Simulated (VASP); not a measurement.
# Si (Im-3m) in VASP: notebook, part 2 of 2

VASP 6.6.1.

### 5 Relaxation of cell and atoms, revPBE

This run uses another cell than the first one, of 15.02 Å³/atom, 0.979 times its volume.

INCAR reads:

```
SYSTEM = Si
ALGO = Normal ; EDIFF = 1E-6
EDIFFG = -0.01 ; ENCUT = 600
GGA = RE ; IBRION = 2
ISIF = 3 ; ISMEAR = -1
LASPH = .True. ; LCHARG = .False.
LREAL = .False. ; LWAVE = .False.
NELM = 80 ; NSW = 80
PREC = Accurate ; SIGMA = 0.1
```

KPOINTS reads:

```
k-points
0
Gamma
  14 14 14
  0 0 0
```

POSCAR reads:

```
Si
1.0
   -1.5541499093      1.5541499093      1.5541499093
    1.5541499093     -1.5541499093      1.5541499093
    1.5541499093      1.5541499093     -1.5541499093
Si
1
Direct
    0.0000000000      0.0000000000      0.0000000000
```

Potentials or basis: VASP PAW PBE potentials, release 64 (Si).

Launch:

```bash
cat potpaw_PBE.64/Si/POTCAR > POTCAR
mpirun -np 1 vasp_std > vasp.out
```

OUTCAR:

```text
SYSTEM = Si
   EDIFF = 1E-6
   EDIFFG = -0.01
   ENCUT = 600
   GGA = RE
   IBRION = 2
   ISIF = 3
   ISMEAR = -1
   LASPH = .True.
   LREAL = .False.
   NELM = 80
   NSW = 80
   PREC = Accurate

 ion  position               nearest neighbor table
   1  0.000  0.000  0.000-

  LATTYP: Found a body centered cubic cell.
 ALAT       =     3.1082998186

  Lattice vectors:

 A1 = (  -1.5541499093,   1.5541499093,   1.5541499093)
 A2 = (   1.5541499093,  -1.5541499093,   1.5541499093)
 A3 = (   1.5541499093,   1.5541499093,  -1.5541499093)

Analysis of symmetry for initial positions (statically):
=====================================================================
 Subroutine PRICEL returns:
[... 244 lines left out ...]
  ext. energy  EPLUGINS =         0.00000000
  ---------------------------------------------------
  free energy    TOTEN  =        -4.68413366 eV

  energy without entropy =       -4.67168797  energy(sigma->0) =       -4.67791082

 E-fermi :   9.9324     XC(G=0): -11.1243

 val. band max:        9.7099352968   @ k =   0.2857   0.2143   0.0000
 cond. band min:       9.9678400349   @ k =   0.5000   0.5000   0.3571
 fundamental gap:      0.2579047381
 Fermi energy:         9.9324388693

 k-point     1 :       0.0000    0.0000    0.0000
  band No.  band energies     occupation
      1      -4.2791      2.00000
      2      21.2958      0.00000
      3      21.2958      0.00000
      4      21.2958      0.00000
      5      22.3611      0.00000
      6      22.3611      0.00000
[... 199 lines left out ...]
 k-point    24 :       0.3571    0.2857    0.0000
  band No.  band energies     occupation
      1       4.8273      2.00000
      2       5.1881      2.00000
      3       7.1088      2.00000
      4      15.0897      0.00000
      5      23.2049      0.00000
      6      24.8976      0.00000

 [... further k-points ...]
[... 5 lines left out ...]
  --------------------------------------------------------------------------------------
  -------------------------------------------------------------------------------------
  Total        0.0009981      0.0009981      0.0009981      0.0000000     -0.0000000      0.0000000
  in kB        0.1087701      0.1087701      0.1087701      0.0000000     -0.0000000      0.0000000
  external PRESSURE =       0.1087701 kB  Pullay stress =       0.0000000 kB
[... 16 lines left out ...]
  FREE ENERGIE OF THE ION-ELECTRON SYSTEM (eV)
  ---------------------------------------------------
  free  energy   TOTEN  =        -4.6841336593 eV

  energy  without entropy=       -4.6716879722  energy(sigma->0) =       -4.67791082

 reached required accuracy - stopping structural energy minimisation
```

OSZICAR:

```text
N       E                     dE             d eps       ncg     rms          rms(c)
DAV:   1    -0.985171519354E+00   -0.98517E+00   -0.19381E+03  1302   0.572E+02
DAV:   2    -0.466911903546E+01   -0.36839E+01   -0.33607E+01  1776   0.438E+01
DAV:   3    -0.470158991304E+01   -0.32471E-01   -0.32456E-01  1638   0.447E+00
[... 13 lines left out ...]
       N       E                     dE             d eps       ncg     rms          rms(c)
DAV:   1    -0.468416617895E+01   -0.11106E-03   -0.18649E-03  1446   0.235E-01    0.298E-02
DAV:   2    -0.468414630162E+01    0.19877E-04   -0.10575E-05  1458   0.344E-02    0.172E-02
DAV:   3    -0.468413367123E+01    0.12630E-04   -0.12061E-05  1332   0.207E-02    0.946E-03
DAV:   4    -0.468413365929E+01    0.11933E-07   -0.31699E-08   642   0.220E-03
   3 F= -.46841337E+01 E0= -.46779108E+01  d E =-.185689E-02
```

Run time: 13 s. Hardware: 1 thread of Intel Xeon 8259CL, shared host; peak memory 0.14 GiB.

Results:

* Free energy: -4.6841 eV
* Relaxed volume: 14.70 Å³/atom
* Relaxed cell: a = 2.673 Å, b = 2.673 Å, c = 2.673 Å, α = 109.47°, β = 109.47°, γ = 109.47°
* Space group after relaxing (to 0.05 Å): Im-3m (No. 229)
* Energy gained by relaxing: 1.9 meV/atom
* Ionic steps: 3
* Pressure after relaxing: 0.0 GPa
* Band gap on the k mesh: zero (band 2 reaches 21.30 eV, above the bottom of band 3 at 5.91 eV)

The path:
```
step  energy change (eV)  largest force (eV/Å)  pressure (GPa)  volume (Å³)
   1              0.0000                0.0000           -1.86        15.02
   2             -0.0018                0.0000            0.39        14.64
   3             -0.0019                0.0000            0.01        14.70
```

Final structure:
```
CELL_PARAMETERS angstrom
-1.54325 1.54325 1.54325
1.54325 -1.54325 1.54325
1.54325 1.54325 -1.54325
ATOMIC_POSITIONS crystal
Si 0.00000 0.00000 0.00000
```

Caveat: the PAW data sets were made with another functional, which shifts forces and pressure a little.

### 6 Single point, revPBE

This run uses another cell than the first one, of 14.75 Å³/atom, 0.962 times its volume.

INCAR reads:

```
PREC = Accurate
ENCUT = 520
EDIFF = 1E-6
ISMEAR = -1
SIGMA = 0.1
LREAL = False
LASPH = True
NELM = 80
ALGO = Normal
ISIF = 2
LWAVE = False
LCHARG = True
GGA = RE
LELF = True
LVHAR = True
NBANDS = 8
```

KPOINTS reads:

```
regular mesh
0
Gamma
  23 23 23
```

POSCAR reads:

```
Si
1.0
   -1.5449467199      1.5449467199      1.5449467199
    1.5449467199     -1.5449467199      1.5449467199
    1.5449467199      1.5449467199     -1.5449467199
Si
1
Direct
    0.0000000000      0.0000000000      0.0000000000
```

Potentials or basis: VASP PAW PBE potentials, release 64 (Si).

Launch:

```bash
cat potpaw_PBE.64/Si/POTCAR > POTCAR
mpirun -np 1 vasp_std > vasp.out
```

OUTCAR:

```text
PREC = Accurate
   ENCUT = 520
   EDIFF = 1E-6
   ISMEAR = -1
   LREAL = False
   LASPH = True
   NELM = 80
   ISIF = 2
   GGA = RE

 ion  position               nearest neighbor table
   1  0.000  0.000  0.000-

  LATTYP: Found a body centered cubic cell.
 ALAT       =     3.0898934398

  Lattice vectors:

 A1 = (  -1.5449467199,   1.5449467199,   1.5449467199)
 A2 = (   1.5449467199,  -1.5449467199,   1.5449467199)
 A3 = (   1.5449467199,   1.5449467199,  -1.5449467199)

Analysis of symmetry for initial positions (statically):
=====================================================================
 Subroutine PRICEL returns:
 Original cell was already a primitive cell.

 Routine SETGRP: Setting up the symmetry group for a
 body centered cubic supercell.

 Subroutine GETGRP returns: Found 48 space group operations
 (whereof 48 operations were pure point group operations)
 out of a pool of 48 trial point group operations.

The static configuration has the point symmetry O_h .

Analysis of symmetry for dynamics (positions and initial velocities):
=====================================================================
 Subroutine PRICEL returns:
 Original cell was already a primitive cell.

 Routine SETGRP: Setting up the symmetry group for a
 body centered cubic supercell.

 Subroutine GETGRP returns: Found 48 space group operations
 (whereof 48 operations were pure point group operations)
 out of a pool of 48 trial point group operations.

The dynamic configuration has the point symmetry O_h .

 Subroutine INISYM returns: Found 48 space group operations
 (whereof 48 operations are pure point group operations),
 and found     1 'primitive' translations

----------------------------------------------------------------------------------------

                                     Primitive cell

  volume of cell :      14.7503

  direct lattice vectors                    reciprocal lattice vectors
    -1.544946720  1.544946720  1.544946720     0.000000000  0.323635756  0.323635756
     1.544946720 -1.544946720  1.544946720     0.323635756  0.000000000  0.323635756
     1.544946720  1.544946720 -1.544946720     0.323635756  0.323635756  0.000000000

  length of vectors
     2.675926214  2.675926214  2.675926214     0.457690076  0.457690076  0.457690076

  position of ions in fractional coordinates (direct lattice)
     0.000000000  0.000000000  0.000000000

  ion indices of the primitive-cell ions
   primitive index   ion index
                 1           1

----------------------------------------------------------------------------------------

 KPOINTS: regular mesh

Automatic generation of k-mesh.
 Grid dimensions read from file:
 generate k-points for:   23   23   23

 Generating k-lattice:

  Cartesian coordinates                     Fractional coordinates (reciprocal lattice)
     0.000000000  0.014071120  0.014071120     0.043478261  0.000000000  0.000000000
     0.014071120  0.000000000  0.014071120     0.000000000  0.043478261  0.000000000
     0.014071120  0.014071120  0.000000000     0.000000000  0.000000000  0.043478261

  Length of vectors
     0.019899569  0.019899569  0.019899569

  Shift w.r.t. Gamma in fractional coordinates (k-lattice)
     0.000000000  0.000000000  0.000000000

 Subroutine IBZKPT returns following result:
 ===========================================

 Found    364 irreducible k-points:

 Following reciprocal coordinates:
            Coordinates               Weight
  0.000000  0.000000  0.000000      1.000000
  0.043478  0.000000  0.000000     12.000000
  0.086957  0.000000  0.000000     12.000000
  0.130435  0.000000  0.000000     12.000000
  0.173913  0.000000  0.000000     12.000000
  0.217391  0.000000  0.000000     12.000000
[... 16 lines left out ...]
  0.478261  0.043478  0.000000     24.000000
  0.086957  0.086957  0.000000     24.000000
 [... further k-points ...]
   k-points           NKPTS =    364   k-points in BZ     NKDIM =    364   number of bands    NBANDS=      8
   number of dos      NEDOS =    301   number of ions     NIONS =      1
   total plane-waves  NPLWV =   8000
   dimension x,y,z NGX =    20 NGY =   20 NGZ =   20
   dimension x,y,z NGXF=    40 NGYF=   40 NGZF=   40
   ions per type =               1
   NGX,Y,Z   is equivalent  to a cutoff of  12.43, 12.43, 12.43 a.u.
   NGXF,Y,Z  is equivalent  to a cutoff of  24.85, 24.85, 24.85 a.u.
 SYSTEM =  unknown system
   PREC   = accura    normal or accurate (medium, high low for compatibility)
   ISTART =      0    job   : 0-new  1-cont  2-samecut
   ICHARG =      2    charge: 1-file 2-atom 10-const
   ISPIN  =      1    spin polarized calculation?
   LNONCOLLINEAR =      F non collinear calculations
   LSORBIT =      F    spin-orbit coupling
   LASPH  =      T    aspherical Exc in radial PAW
   ENCUT  =  520.0 eV  38.22 Ry    6.18 a.u.   4.98  4.98  4.98*2*pi/ulx,y,z
   NELM   =     80;   NELMIN=  2; NELMDL= -5     # of ELM steps
   EDIFF  = 0.1E-05   stopping-criterion for ELM
   LREAL  =      F    real-space projection
   EDIFFG = 0.1E-04   stopping-criterion for IOM
   NSW    =      0    number of steps for IOM
   IBRION =     -1    ionic relax: 0-MD 1-quasi-New 2-CG
   NFREE  =      0    steps in history (QN), initial steepest desc. (CG)
   ISIF   =      2    stress and relaxation
   ISYM   =      2    0-nonsym 1-usesym 2-fastsym
   POTIM  = 0.5000    time-step for ionic-motion
   TEBEG  =    0.0;   TEEND  =   0.0 temperature during run
   PSTRESS=    0.0 pullay stress
   NELECT =       4.0000    total number of electrons
   NUPDOWN=      -1.0000    fix difference up-down
   EMIN   =  10.00;   EMAX   =-10.00  energy-range for DOS
   EFERMI =   0.00;   METHOD = LEGACY
   ISMEAR =    -1;   SIGMA  =   0.10  broadening in eV -4-tet -1-fermi 0-gaus
   EFERMI_NEDOS =   21; number of points for ismear=-14 and -15
   IALGO  =     38    algorithm
   IMIX   =      4    mixing-type and parameters
     AMIX     =   0.40;   BMIX     =  1.00
     AMIX_MAG =   1.60;   BMIX_MAG =  1.00
  volume/ion in A,a.u.               =      14.75        99.54
  Fermi-wavevector in a.u.,A,eV,Ry     =   1.059647  2.002443 15.277334  1.122852
  Thomas-Fermi vector in A             =   2.195000
   LORBIT       =      0    0 simple, 1 ext, 2 COOP (PROOUT), +10 PAW based schemes
   GGA     = RE    functional components
   LHFCALC =     F    Hartree Fock is set to
   AEXX    =    0.0000 exact exchange contribution
   IVDW    =     0    specifies the selected vdW correction
   LEPSILON=     F    determine dielectric tensor
   LRPA    =     F    only Hartree local field effects (RPA)
 non-spin polarized calculation
  energy-cutoff  :      520.00
  volume of cell :       14.75
 maximum number of plane-waves:       410
   NGX =  9   NGY =  9   NGZ =  9

 number of electron       4.0000000 magnetization

 Free energy of the ion-electron system (eV)
  ---------------------------------------------------
  ext. energy  EPLUGINS =         0.00000000
  ---------------------------------------------------
  free energy    TOTEN  =        -4.67860372 eV

  energy without entropy =       -4.66327497  energy(sigma->0) =       -4.67093934

 E-fermi :   9.8345     XC(G=0): -11.1110

 val. band max:        9.8063743537   @ k =  -0.4348   0.4348   0.3913
 cond. band min:       9.8509380931   @ k =  -0.3478   0.4348   0.2174
 fundamental gap:      0.0445637394
 Fermi energy:         9.8345417142

 k-point     1 :       0.0000    0.0000    0.0000
  band No.  band energies     occupation
      1      -4.2920      2.00000
      2      21.2103      0.00000
      3      21.2103      0.00000
      4      21.2103      0.00000
      5      22.3036      0.00000
      6      22.3036      0.00000
      7      22.3036      0.00000
      8      25.9855      0.00000

 k-point     2 :       0.0435    0.0000    0.0000
  band No.  band energies     occupation
      1      -4.2344      2.00000
      2      20.3574      0.00000
      3      20.5592      0.00000
      4      21.1275      0.00000
      5      22.1043      0.00000
      6      22.8044      0.00000
      7      23.0509      0.00000
      8      25.4700      0.00000
[... 221 lines left out ...]
 k-point    23 :       0.4783    0.0435    0.0000
  band No.  band energies     occupation
      1       3.0319      2.00000
      2       3.4393      2.00000
      3      14.8463      0.00000
      4      16.6402      0.00000
      5      18.7485      0.00000
      6      20.1796      0.00000
      7      29.7104      0.00000
      8      30.1658      0.00000

 k-point    24 :       0.0870    0.0870    0.0000
  band No.  band energies     occupation
      1      -3.6019      2.00000
      2      16.9429      0.00000
      3      17.4832      0.00000
      4      19.3685      0.00000
      5      21.9253      0.00000
      6      23.3325      0.00000
      7      24.3764      0.00000
      8      25.5235      0.00000

 [... further k-points ...]
[... 5 lines left out ...]
  --------------------------------------------------------------------------------------
  -------------------------------------------------------------------------------------
  Total       -0.0169892     -0.0169892     -0.0169892      0.0000000      0.0000000      0.0000000
  in kB       -1.8453649     -1.8453649     -1.8453649      0.0000000      0.0000000      0.0000000
  external PRESSURE =      -1.8453649 kB  Pullay stress =       0.0000000 kB

 VOLUME and BASIS-vectors are now :
 -----------------------------------------------------------------------------
  energy-cutoff  :      520.00
  volume of cell :       14.75
      direct lattice vectors                 reciprocal lattice vectors
    -1.544946720  1.544946720  1.544946720     0.000000000  0.323635756  0.323635756
     1.544946720 -1.544946720  1.544946720     0.323635756  0.000000000  0.323635756
     1.544946720  1.544946720 -1.544946720     0.323635756  0.323635756  0.000000000

 POSITION                                       TOTAL-FORCE (eV/Angst)
 -----------------------------------------------------------------------------------
      0.00000      0.00000      0.00000         0.000000      0.000000      0.000000
 -----------------------------------------------------------------------------------
    total drift:                                0.000000      0.000000     -0.000000

  FREE ENERGIE OF THE ION-ELECTRON SYSTEM (eV)
  ---------------------------------------------------
  free  energy   TOTEN  =        -4.6786037198 eV

  energy  without entropy=       -4.6632749653  energy(sigma->0) =       -4.67093934
```

OSZICAR:

```text
N       E                     dE             d eps       ncg     rms          rms(c)
DAV:   1    -0.216300262173E+01   -0.21630E+01   -0.17883E+03  6224   0.380E+02
DAV:   2    -0.468380199361E+01   -0.25208E+01   -0.24037E+01  8736   0.300E+01
DAV:   3    -0.469822548047E+01   -0.14423E-01   -0.14291E-01  6448   0.240E+00
DAV:   4    -0.469823976491E+01   -0.14284E-04   -0.14283E-04  9536   0.853E-02
DAV:   5    -0.469823976778E+01   -0.28655E-08   -0.26779E-08  6448   0.743E-04    0.301E+00
DAV:   6    -0.468578114757E+01    0.12459E-01   -0.42675E-03  6168   0.291E-01    0.165E+00
DAV:   7    -0.467862363370E+01    0.71575E-02   -0.86292E-03  6368   0.411E-01    0.164E-01
DAV:   8    -0.467860341861E+01    0.20215E-04   -0.52576E-05  8616   0.536E-02    0.948E-03
DAV:   9    -0.467860371981E+01   -0.30121E-06   -0.83633E-07  6768   0.507E-03
   1 F= -.46786037E+01 E0= -.46709393E+01  d E =-.153288E-01
```

stdout:

```text
POSCAR found type information on POSCAR Si
 POSCAR found :  1 types and       1 ions
 scaLAPACK will be used
 -----------------------------------------------------------------------------
|                                                                             |
|                                                                             |
|     You enforced a specific xc type in the INCAR file but a different       |
|     I HOPE YOU KNOW WHAT YOU ARE DOING!                                     |
|                                                                             |
 -----------------------------------------------------------------------------

 LDA part: xc-table for (Slater+PW92), standard interpolation
 POSCAR, INCAR and KPOINTS ok, starting setup
 FFT: planning ... GRIDC
 FFT: planning ... GRID_SOFT
 FFT: planning ... GRID
 WAVECAR not read
 entering main loop
```

Wall time 30 s (1 thread of Intel Xeon 8259CL, shared host); peak memory 0.14 GiB.

Results:

| Item | Value |
| --- | --- |
| Free energy | -4.6786 eV |
| Pressure | -0.2 GPa |
| Band gap on the k mesh | zero (band 2 reaches 21.21 eV, above the bottom of band 3 at 5.83 eV) |

Caveat: the PAW data sets were made with another functional, which shifts forces and pressure a little.

### 7 The runs side by side

| task | cell | k mesh | cutoff (eV) | gap on the mesh (eV) | pressure (GPa) |
| --- | --- | --- | --- | --- | --- |
| single point | a = 2.711 Å, angles 109.5°, 1 atom | 16 × 16 × 16 | 520 | none | -3.4 |
| single point | a = 2.745 Å, angles 109.5°, 1 atom | 16 × 16 × 16 | 520 | none | -6.1 |
| single point | a = 2.779 Å, angles 109.5°, 1 atom | 16 × 16 × 16 | 520 | none | -8.2 |
| relaxation of cell and atoms | relaxed from a = 2.692 Å, angles 109.5°, 1 atom | 14 × 14 × 14 | 600 | none | 0.0 |
| single point | a = 2.676 Å, angles 109.5°, 1 atom | 23 × 23 × 23 | 520 | none | -0.2 |

Alike in all rows: level revPBE; potentials or basis VASP PAW PBE potentials, release 64 (Si); no spin polarisation; smearing fermi-dirac 0.1 eV.

Caveats: the PAW data sets were made with another functional, which shifts forces and pressure a little.

Absolute energies hang on the potentials; compare differences alone.
